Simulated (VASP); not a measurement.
Ir, 3 atoms in the cell. The structure is cubic, space group Fm-3m (No. 225). Conventional cell: a = 3.872 Å, b = 3.872 Å, c = 3.872 Å, α = 90.00°, β = 90.00°, γ = 90.00°. Within 3.6 Å of Ir (site symmetry m-3m) lie 12 Ir at 2.74 Å. 

```yaml
Program: VASP 6.6.1
Task: single point
Functional: PBE
Potentials_or_basis: VASP PAW PBE potentials, release 64 (Ir)
Cutoff: 520 eV
k_mesh: 15 × 15 × 6
Occupations: fermi-dirac, width 0.1 eV
Spin: no spin polarisation
Dipole_correction: no
Further_INCAR_settings: ALGO = Normal; EDIFF = 1e-06; NBANDS = 20
```

Potentials or basis: VASP PAW PBE potentials, release 64 (Ir).

The run is started by

```console
$ cat potpaw_PBE.64/Ir/POTCAR > POTCAR
$ mpirun -np 1 vasp_std > vasp.out
```

Hardware: 1 thread of Intel Xeon 8259CL, on a shared host.

Q: Estimate the wall time of this run.

A: It took 2.4 min on 1 thread of Intel Xeon 8259CL, on a shared host, peak memory 0.23 GiB. Counts: scf iterations 12, k points 146.
